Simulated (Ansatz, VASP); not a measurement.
# One calculation of Al8N5, two programs

Contents of INCAR:

```
ALGO = Normal
EDIFF = 1E-7
EDIFFG = -0.04
ENCUT = 600
GGA = PE
IBRION = 2
ISIF = 3
ISMEAR = 0
ISYM = 0
LASPH = True
LCHARG = False
LREAL = False
LWAVE = False
NELM = 100
NSW = 70
PREC = Accurate
SIGMA = 0.1
```

KPOINTS

```
k-points
0
Gamma
  3 3 3
```

POSCAR

```
Al8N5
1.0
    3.1302337030      0.0000000000     -5.0180132442
    3.1302337030      0.0000000000      5.0180132442
   -3.1302337030     -5.4217238131      0.0000000000
Al N
8 5
Direct
    0.3308648228      0.3341081016      0.1648687011
    0.8334475356      0.8326231858      0.1642146288
    0.3391412505      0.3340197268      0.6657068993
    0.8303878753      0.8359514680      0.6632581112
    0.9113223840      0.4098657737      0.3302408053
    0.4130302488      0.9108457243      0.3344191064
    0.9156446163      0.4133617423      0.8305319592
    0.4157731544      0.9102493307      0.8326904309
    0.6513215812      0.0286626077      0.1743559367
    0.1443820508      0.5281201524      0.1667567153
    0.2282349831      0.1062184178      0.3402896461
    0.7189128748      0.6040186432      0.8327493340
    0.2195544985      0.1067952988      0.8321129458
```

Input for Ansatz:

```yaml
crystal:
  lattice:
    - [3.130233703, 0.0, -5.0180132442]
    - [3.130233703, 0.0, 5.0180132442]
    - [-3.130233703, -5.4217238131, 0.0]
  atoms:
    - { symbol: Al, position: [0.3308648228, 0.3341081016, 0.1648687011] }
    - { symbol: Al, position: [0.8334475356, 0.8326231858, 0.1642146288] }
    - { symbol: Al, position: [0.3391412505, 0.3340197268, 0.6657068993] }
    - { symbol: Al, position: [0.8303878753, 0.835951468, 0.6632581112] }
    - { symbol: Al, position: [0.911322384, 0.4098657737, 0.3302408053] }
    - { symbol: Al, position: [0.4130302488, 0.9108457243, 0.3344191064] }
    - { symbol: Al, position: [0.9156446163, 0.4133617423, 0.8305319592] }
    - { symbol: Al, position: [0.4157731544, 0.9102493307, 0.8326904309] }
    - { symbol: "N", position: [0.6513215812, 0.0286626077, 0.1743559367] }
    - { symbol: "N", position: [0.1443820508, 0.5281201524, 0.1667567153] }
    - { symbol: "N", position: [0.2282349831, 0.1062184178, 0.3402896461] }
    - { symbol: "N", position: [0.7189128748, 0.6040186432, 0.832749334] }
    - { symbol: "N", position: [0.2195544985, 0.1067952988, 0.8321129458] }
  symmetry: { detect: false }
basis:
  ecutwfc: 420
kpoints:
  mp_grid: { grid: [3, 3, 3], shift: [0.0, 0.0, 0.0] }
hamiltonian:
  xc: pbe
scf:
  occupations: { method: gaussian, width: 0.1 }
  lower_state_search: "off"
output:
  forces: true
  stress: true
  eigenvalues: true
relax:
  adjacent_minimum: "off"
  f_tol: 0.04
  max_steps: 50
  cell: { stress_tol: 0.3 }
```

Alike in both runs: task relaxation of cell and atoms; functional PBE; k mesh 3 × 3 × 3; occupations gaussian, width 0.1 eV; no spin polarisation.

```csv
,VASP,Ansatz
version,VASP 6.6.1,Ansatz 0.2.0
potentials or method,"VASP PAW PBE potentials, release 64 (Al, N), cutoff 600 eV","scalar-relativistic, plane waves, PAW"
valence electrons in the cell,49,49
```

Ansatz gave:

| Quantity | Value |
| --- | --- |
| gap on the k mesh at the Fermi level, each at its own relaxed structure (eV) | none |
| relaxed volume (Å³/atom) | 12.89 |
| relaxed cell length with the largest relative difference (Å) | 6.022 |

Question: Which values does VASP return?

Answer: gap on the k mesh at the Fermi level, each at its own relaxed structure (eV): none; relaxed volume (Å³/atom): 12.86; relaxed cell length with the largest relative difference (Å): 6.016.

A gap of «none» marks a metal or a gap that the smearing closes.

The k mesh is coarse, so the values compare programs but aren't converged.
